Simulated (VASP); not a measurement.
# W (Fm-3m) in VASP: a series of runs, part 2 of 3

VASP 6.6.1.

### 3 Single point, RPBE (15.34 Å³/atom)

This run uses another cell than the first one, of 15.34 Å³/atom.

File INCAR:

```
PREC = Accurate
ENCUT = 520
EDIFF = 1E-7
ISMEAR = -1
SIGMA = 0.1
LREAL = F
LASPH = T
NELM = 80
ALGO = Normal
ISIF = 2
LWAVE = F
LCHARG = F
GGA = RP
NBANDS = 13
```

File KPOINTS:

```
Automatic mesh
0
Gamma
  15 15 15
```

File POSCAR:

```
W
1.0
    0.0000000000      1.9720904239      1.9720904239
    1.9720904239      0.0000000000      1.9720904239
    1.9720904239      1.9720904239      0.0000000000
W
1
Direct
    0.0000000000      0.0000000000      0.0000000000
```

Potentials or basis: VASP PAW PBE potentials, release 64 (W_sv).

Run with:

```bash
$ cat potpaw_PBE.64/W_sv/POTCAR > POTCAR
$ mpirun -np 1 vasp_std > vasp.out
```

OUTCAR:

```text
PREC = Accurate
   ENCUT = 520
   EDIFF = 1E-7
   ISMEAR = -1
   LREAL = F
   LASPH = T
   NELM = 80
   ISIF = 2
   GGA = RP

 ion  position               nearest neighbor table
   1  0.000  0.000  0.000-

  LATTYP: Found a face centered cubic cell.
 ALAT       =     3.9441808478

  Lattice vectors:

 A1 = (   0.0000000000,   1.9720904239,   1.9720904239)
 A2 = (   1.9720904239,   0.0000000000,   1.9720904239)
 A3 = (   1.9720904239,   1.9720904239,   0.0000000000)

Analysis of symmetry for initial positions (statically):
=====================================================================
 Subroutine PRICEL returns:
 Original cell was already a primitive cell.

 Routine SETGRP: Setting up the symmetry group for a
 face centered cubic supercell.

 Subroutine GETGRP returns: Found 48 space group operations
 (whereof 48 operations were pure point group operations)
 out of a pool of 48 trial point group operations.

The static configuration has the point symmetry O_h .

Analysis of symmetry for dynamics (positions and initial velocities):
=====================================================================
 Subroutine PRICEL returns:
 Original cell was already a primitive cell.

 Routine SETGRP: Setting up the symmetry group for a
 face centered cubic supercell.

 Subroutine GETGRP returns: Found 48 space group operations
 (whereof 48 operations were pure point group operations)
 out of a pool of 48 trial point group operations.

The dynamic configuration has the point symmetry O_h .

 Subroutine INISYM returns: Found 48 space group operations
 (whereof 48 operations are pure point group operations),
 and found     1 'primitive' translations

----------------------------------------------------------------------------------------

                                     Primitive cell

  volume of cell :      15.3395

  direct lattice vectors                    reciprocal lattice vectors
     0.000000000  1.972090424  1.972090424    -0.253538070  0.253538070  0.253538070
     1.972090424  0.000000000  1.972090424     0.253538070 -0.253538070  0.253538070
     1.972090424  1.972090424  0.000000000     0.253538070  0.253538070 -0.253538070

  length of vectors
     2.788957024  2.788957024  2.788957024     0.439140819  0.439140819  0.439140819

  position of ions in fractional coordinates (direct lattice)
     0.000000000  0.000000000  0.000000000

  ion indices of the primitive-cell ions
   primitive index   ion index
                 1           1

----------------------------------------------------------------------------------------

 KPOINTS: Automatic mesh

Automatic generation of k-mesh.
 Grid dimensions read from file:
 generate k-points for:   15   15   15

 Generating k-lattice:

  Cartesian coordinates                     Fractional coordinates (reciprocal lattice)
    -0.016902538  0.016902538  0.016902538     0.066666667  0.000000000  0.000000000
     0.016902538 -0.016902538  0.016902538     0.000000000  0.066666667  0.000000000
     0.016902538  0.016902538 -0.016902538     0.000000000  0.000000000  0.066666667

  Length of vectors
     0.029276055  0.029276055  0.029276055

  Shift w.r.t. Gamma in fractional coordinates (k-lattice)
     0.000000000  0.000000000  0.000000000

 Subroutine IBZKPT returns following result:
 ===========================================

 Found    120 irreducible k-points:

 Following reciprocal coordinates:
            Coordinates               Weight
  0.000000  0.000000  0.000000      1.000000
  0.066667  0.000000  0.000000      8.000000
  0.133333  0.000000  0.000000      8.000000
  0.200000  0.000000  0.000000      8.000000
  0.266667  0.000000  0.000000      8.000000
  0.333333  0.000000  0.000000      8.000000
[... 16 lines left out ...]
  0.133333  0.133333  0.000000      6.000000
  0.200000  0.133333  0.000000     24.000000
 [... further k-points ...]
   k-points           NKPTS =    120   k-points in BZ     NKDIM =    120   number of bands    NBANDS=     13
   number of dos      NEDOS =    301   number of ions     NIONS =      1
   total plane-waves  NPLWV =  13824
   dimension x,y,z NGX =    24 NGY =   24 NGZ =   24
   dimension x,y,z NGXF=    48 NGYF=   48 NGZF=   48
   ions per type =               1
   NGX,Y,Z   is equivalent  to a cutoff of  14.31, 14.31, 14.31 a.u.
   NGXF,Y,Z  is equivalent  to a cutoff of  28.61, 28.61, 28.61 a.u.
 SYSTEM =  unknown system
   PREC   = accura    normal or accurate (medium, high low for compatibility)
   ISTART =      0    job   : 0-new  1-cont  2-samecut
   ICHARG =      2    charge: 1-file 2-atom 10-const
   ISPIN  =      1    spin polarized calculation?
   LNONCOLLINEAR =      F non collinear calculations
   LSORBIT =      F    spin-orbit coupling
   LASPH  =      T    aspherical Exc in radial PAW
   ENCUT  =  520.0 eV  38.22 Ry    6.18 a.u.   5.19  5.19  5.19*2*pi/ulx,y,z
   NELM   =     80;   NELMIN=  2; NELMDL= -5     # of ELM steps
   EDIFF  = 0.1E-06   stopping-criterion for ELM
   LREAL  =      F    real-space projection
   EDIFFG = 0.1E-05   stopping-criterion for IOM
   NSW    =      0    number of steps for IOM
   IBRION =     -1    ionic relax: 0-MD 1-quasi-New 2-CG
   NFREE  =      0    steps in history (QN), initial steepest desc. (CG)
   ISIF   =      2    stress and relaxation
   ISYM   =      2    0-nonsym 1-usesym 2-fastsym
   POTIM  = 0.5000    time-step for ionic-motion
   TEBEG  =    0.0;   TEEND  =   0.0 temperature during run
   PSTRESS=    0.0 pullay stress
   NELECT =      14.0000    total number of electrons
   NUPDOWN=      -1.0000    fix difference up-down
   EMIN   =  10.00;   EMAX   =-10.00  energy-range for DOS
   EFERMI =   0.00;   METHOD = LEGACY
   ISMEAR =    -1;   SIGMA  =   0.10  broadening in eV -4-tet -1-fermi 0-gaus
   EFERMI_NEDOS =   21; number of points for ismear=-14 and -15
   IALGO  =     38    algorithm
   IMIX   =      4    mixing-type and parameters
     AMIX     =   0.40;   BMIX     =  1.00
     AMIX_MAG =   1.60;   BMIX_MAG =  1.00
  volume/ion in A,a.u.               =      15.34       103.52
  Fermi-wavevector in a.u.,A,eV,Ry     =   1.587989  3.000863 34.309913  2.521707
  Thomas-Fermi vector in A             =   2.687061
   LORBIT       =      0    0 simple, 1 ext, 2 COOP (PROOUT), +10 PAW based schemes
   GGA     = RP    functional components
   LHFCALC =     F    Hartree Fock is set to
   AEXX    =    0.0000 exact exchange contribution
   IVDW    =     0    specifies the selected vdW correction
   LEPSILON=     F    determine dielectric tensor
   LRPA    =     F    only Hartree local field effects (RPA)
 non-spin polarized calculation
  energy-cutoff  :      520.00
  volume of cell :       15.34
 maximum number of plane-waves:       432
 NGX is ok and might be reduce to    24
   NGX = 11   NGY = 11   NGZ = 11

 number of electron      13.9999999 magnetization

 Free energy of the ion-electron system (eV)
  ---------------------------------------------------
  ext. energy  EPLUGINS =         0.00000000
  ---------------------------------------------------
  free energy    TOTEN  =       -11.83756823 eV

  energy without entropy =      -11.80297442  energy(sigma->0) =      -11.82027132

 E-fermi :  11.5396     XC(G=0): -13.7648

 val. band max:       11.5307072176   @ k =   0.2000   0.0667   0.0000
 cond. band min:      11.5516042907   @ k =   0.2667   0.0667   0.0000
 fundamental gap:      0.0208970732
 Fermi energy:        11.5396352227

 k-point     1 :       0.0000    0.0000    0.0000
  band No.  band energies     occupation
      1     -62.0420      2.00000
      2     -25.5731      2.00000
      3     -25.5731      2.00000
      4     -25.5731      2.00000
      5       2.1838      2.00000
      6      10.8875      1.99706
      7      10.8875      1.99706
      8      10.8875      1.99706
      9      14.3395      0.00000
     10      14.3395      0.00000
     11      24.3501      0.00000
     12      29.9325      0.00000
     13      29.9325      0.00000
[... 353 lines left out ...]
 k-point    24 :       0.2000    0.1333    0.0000
  band No.  band energies     occupation
      1     -61.9913      2.00000
      2     -25.9947      2.00000
      3     -25.7049      2.00000
      4     -25.6931      2.00000
      5       3.9288      2.00000
      6       9.4379      2.00000
      7      11.7362      0.24579
      8      11.9044      0.05080
      9      12.7629      0.00001
     10      14.9015      0.00000
     11      27.5774      0.00000
     12      28.1954      0.00000
     13      31.3008      0.00000

 [... further k-points ...]

------------------------ aborting loop because EDIFF is reached ----------------------------------------

  FORCE on cell =-STRESS in cart. coord.  units (eV):
  Direction    XX          YY          ZZ          XY          YZ          ZX
  --------------------------------------------------------------------------------------
  -------------------------------------------------------------------------------------
  Total        2.6262434      2.6262434      2.6262434      0.0000000     -0.0000000      0.0000000
  in kB      274.3058593    274.3058593    274.3058593      0.0000000     -0.0000000      0.0000000
  external PRESSURE =     274.3058593 kB  Pullay stress =       0.0000000 kB

 VOLUME and BASIS-vectors are now :
 -----------------------------------------------------------------------------
  energy-cutoff  :      520.00
  volume of cell :       15.34
      direct lattice vectors                 reciprocal lattice vectors
     0.000000000  1.972090424  1.972090424    -0.253538070  0.253538070  0.253538070
     1.972090424  0.000000000  1.972090424     0.253538070 -0.253538070  0.253538070
     1.972090424  1.972090424  0.000000000     0.253538070  0.253538070 -0.253538070

 POSITION                                       TOTAL-FORCE (eV/Angst)
 -----------------------------------------------------------------------------------
      0.00000      0.00000      0.00000         0.000000      0.000000      0.000000
 -----------------------------------------------------------------------------------
    total drift:                               -0.000000      0.000000      0.000000

  FREE ENERGIE OF THE ION-ELECTRON SYSTEM (eV)
  ---------------------------------------------------
  free  energy   TOTEN  =       -11.8375682264 eV

  energy  without entropy=      -11.8029744179  energy(sigma->0) =      -11.82027132
```

stdout:

```text
POSCAR found type information on POSCAR W
 POSCAR found :  1 types and       1 ions
 scaLAPACK will be used
 -----------------------------------------------------------------------------
|                                                                             |
|                                                                             |
|     You enforced a specific xc type in the INCAR file but a different       |
|     I HOPE YOU KNOW WHAT YOU ARE DOING!                                     |
|                                                                             |
 -----------------------------------------------------------------------------

 LDA part: xc-table for (Slater+PW92), standard interpolation
 POSCAR, INCAR and KPOINTS ok, starting setup
 FFT: planning ... GRIDC
 FFT: planning ... GRID_SOFT
 FFT: planning ... GRID
 WAVECAR not read
 entering main loop
```

Run time: 29 s. Hardware: 1 thread of Intel Xeon 8259CL, shared host; peak memory 0.15 GiB.

Results:

```
Free energy            : -11.8376 eV
Pressure               : 27.4 GPa
Band gap on the k mesh : zero (bands 7 and 8 overlap by 3.85 eV)
```

Caveat: the cell stands under pressure; the PAW data sets were made with another functional, which shifts forces and pressure a little; spin-orbit coupling is left out, which moves the levels of the heavy elements.

### 4 Single point, RPBE (16.01 Å³/atom)

This run uses another cell than the first one, of 16.01 Å³/atom.

File INCAR:

```
SYSTEM = W
PREC = Accurate ; ENCUT = 520
EDIFF = 1E-6 ; ISMEAR = -1
SIGMA = 0.1 ; LREAL = .False.
LASPH = .True. ; NELM = 60
ALGO = Normal ; ISIF = 2
LWAVE = .False. ; LCHARG = .False.
GGA = RP ; NBANDS = 13
```

File KPOINTS:

```
regular mesh
0
Gamma
  15 15 15
  0 0 0
```

File POSCAR:

```
W
1.0
    0.0000000000      2.0002669510      2.0002669510
    2.0002669510      0.0000000000      2.0002669510
    2.0002669510      2.0002669510      0.0000000000
W
1
Direct
    0.0000000000      0.0000000000      0.0000000000
```

Potentials or basis: VASP PAW PBE potentials, release 64 (W_sv).

Run with:

```bash
$ cat potpaw_PBE.64/W_sv/POTCAR > POTCAR
$ mpirun -np 1 vasp_std > vasp.out
```

OUTCAR:

```text
SYSTEM = W
   PREC = Accurate
   ENCUT = 520
   EDIFF = 1E-6
   ISMEAR = -1
   LREAL = .False.
   LASPH = .True.
   NELM = 60
   ISIF = 2
   GGA = RP

 ion  position               nearest neighbor table
   1  0.000  0.000  0.000-

  LATTYP: Found a face centered cubic cell.
 ALAT       =     4.0005339020

  Lattice vectors:

 A1 = (   0.0000000000,   2.0002669510,   2.0002669510)
 A2 = (   2.0002669510,   0.0000000000,   2.0002669510)
 A3 = (   2.0002669510,   2.0002669510,   0.0000000000)

Analysis of symmetry for initial positions (statically):
=====================================================================
 Subroutine PRICEL returns:
 Original cell was already a primitive cell.

 Routine SETGRP: Setting up the symmetry group for a
 face centered cubic supercell.

 Subroutine GETGRP returns: Found 48 space group operations
 (whereof 48 operations were pure point group operations)
 out of a pool of 48 trial point group operations.

The static configuration has the point symmetry O_h .

Analysis of symmetry for dynamics (positions and initial velocities):
=====================================================================
 Subroutine PRICEL returns:
 Original cell was already a primitive cell.

 Routine SETGRP: Setting up the symmetry group for a
 face centered cubic supercell.

 Subroutine GETGRP returns: Found 48 space group operations
 (whereof 48 operations were pure point group operations)
 out of a pool of 48 trial point group operations.

The dynamic configuration has the point symmetry O_h .

 Subroutine INISYM returns: Found 48 space group operations
 (whereof 48 operations are pure point group operations),
 and found     1 'primitive' translations

----------------------------------------------------------------------------------------

                                     Primitive cell

  volume of cell :      16.0064
[... 112 lines left out ...]
   GGA     = RP    functional components
   LHFCALC =     F    Hartree Fock is set to
   AEXX    =    0.0000 exact exchange contribution
   IVDW    =     0    specifies the selected vdW correction
   LEPSILON=     F    determine dielectric tensor
   LRPA    =     F    only Hartree local field effects (RPA)
 non-spin polarized calculation
  energy-cutoff  :      520.00
  volume of cell :       16.01
 maximum number of plane-waves:       444
 NGX is ok and might be reduce to    24
   NGX = 11   NGY = 11   NGZ = 11

 number of electron      14.0000000 magnetization

 Free energy of the ion-electron system (eV)
  ---------------------------------------------------
  ext. energy  EPLUGINS =         0.00000000
  ---------------------------------------------------
  free energy    TOTEN  =       -11.91992741 eV

  energy without entropy =      -11.88276824  energy(sigma->0) =      -11.90134782

 E-fermi :  10.9388     XC(G=0): -13.5224

 val. band max:       10.9059815566   @ k =   0.2000   0.1333   0.0667
 cond. band min:      10.9476631769   @ k =   0.2000   0.0667   0.0000
 fundamental gap:      0.0416816203
 Fermi energy:        10.9387927307

 k-point     1 :       0.0000    0.0000    0.0000
  band No.  band energies     occupation
      1     -62.7276      2.00000
      2     -26.3234      2.00000
      3     -26.3234      2.00000
      4     -26.3234      2.00000
      5       1.7968      2.00000
      6      10.3404      1.99497
      7      10.3404      1.99497
      8      10.3404      1.99497
      9      13.5909      0.00000
     10      13.5909      0.00000
     11      23.6973      0.00000
     12      29.0645      0.00000
     13      29.0645      0.00000
[... 354 lines left out ...]
  band No.  band energies     occupation
      1     -62.6859      2.00000
      2     -26.6870      2.00000
      3     -26.4379      2.00000
      4     -26.4276      2.00000
      5       3.4619      2.00000
      6       8.9755      2.00000
      7      11.1454      0.22482
      8      11.2983      0.05346
      9      12.1203      0.00001
     10      14.1224      0.00000
     11      26.7583      0.00000
     12      27.2953      0.00000
     13      30.2875      0.00000

 [... further k-points ...]

------------------------ aborting loop because EDIFF is reached ----------------------------------------

  FORCE on cell =-STRESS in cart. coord.  units (eV):
  Direction    XX          YY          ZZ          XY          YZ          ZX
  --------------------------------------------------------------------------------------
  -------------------------------------------------------------------------------------
  Total        1.2431967      1.2431967      1.2431967     -0.0000000     -0.0000000      0.0000000
  in kB      124.4390120    124.4390120    124.4390120     -0.0000000     -0.0000000      0.0000000
  external PRESSURE =     124.4390120 kB  Pullay stress =       0.0000000 kB

 VOLUME and BASIS-vectors are now :
 -----------------------------------------------------------------------------
  energy-cutoff  :      520.00
  volume of cell :       16.01
      direct lattice vectors                 reciprocal lattice vectors
     0.000000000  2.000266951  2.000266951    -0.249966636  0.249966636  0.249966636
     2.000266951  0.000000000  2.000266951     0.249966636 -0.249966636  0.249966636
     2.000266951  2.000266951  0.000000000     0.249966636  0.249966636 -0.249966636

 POSITION                                       TOTAL-FORCE (eV/Angst)
 -----------------------------------------------------------------------------------
      0.00000      0.00000      0.00000         0.000000      0.000000      0.000000
 -----------------------------------------------------------------------------------
    total drift:                               -0.000000      0.000000     -0.000000

  FREE ENERGIE OF THE ION-ELECTRON SYSTEM (eV)
  ---------------------------------------------------
  free  energy   TOTEN  =       -11.9199274105 eV

  energy  without entropy=      -11.8827682371  energy(sigma->0) =      -11.90134782
```

Wall time 26 s (1 thread of Intel Xeon 8259CL, shared host); peak memory 0.15 GiB.

Results:

| Quantity | Value |
| --- | --- |
| Free energy | -11.9199 eV |
| Pressure | 12.4 GPa |
| Band gap on the k mesh | zero (bands 7 and 8 overlap by 3.53 eV) |

Caveat: the cell stands under pressure; the PAW data sets were made with another functional, which shifts forces and pressure a little; spin-orbit coupling is left out, which moves the levels of the heavy elements.

(Continued in part 3 of 3.)
